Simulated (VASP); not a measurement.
PbS, 4 atoms in the cell. Symmetry: P6_3/mmc, No. 194, hexagonal system. Conventional cell: a = 4.123 Å, b = 4.123 Å, c = 7.334 Å, α = 90.00°, β = 90.00°, γ = 120.00°. Within 4.2 Å of Pb (site symmetry -3m) lie 6 S at 3.00 Å and 8 Pb at 3.67 to 4.12 Å. Within 4.2 Å of S (site symmetry -6m2) lie 6 Pb at 3.00 Å and 6 S at 4.12 Å. 

| Property | Result |
| --- | --- |
| Program | VASP 6.6.1 |
| Task | single point |
| Functional | r2SCAN |
| Potentials or basis | VASP PAW PBE potentials, release 64 (Pb_d, S) |
| Cutoff | 550 eV |
| k mesh | 12 × 12 × 4 |
| Occupations | fermi-dirac, width 0.02 eV |
| Spin | no spin polarisation |
| Dipole correction | no |
| Further INCAR settings | ALGO = Normal; EDIFF = 1e-06; NBANDS = 28 |

Potentials or basis: VASP PAW PBE potentials, release 64 (Pb_d, S).

Command:

```console
$ cat potpaw_PBE.64/Pb_d/POTCAR potpaw_PBE.64/S/POTCAR > POTCAR
$ cp INCAR.step1 INCAR
$ mpirun -np 1 vasp_std > vasp.out
$ cp INCAR.step2 INCAR
$ mpirun -np 1 vasp_std > vasp.out
```

Hardware: 1 thread of Intel(R) Xeon(R) 6975P-C (Granite Rapids) (shared host).

Question: Estimate the wall time of this run.

Answer: Run time: 4.3 min on 1 thread of Intel(R) Xeon(R) 6975P-C (Granite Rapids), on a shared host, peak memory 0.34 GiB. Counts: k points 57.
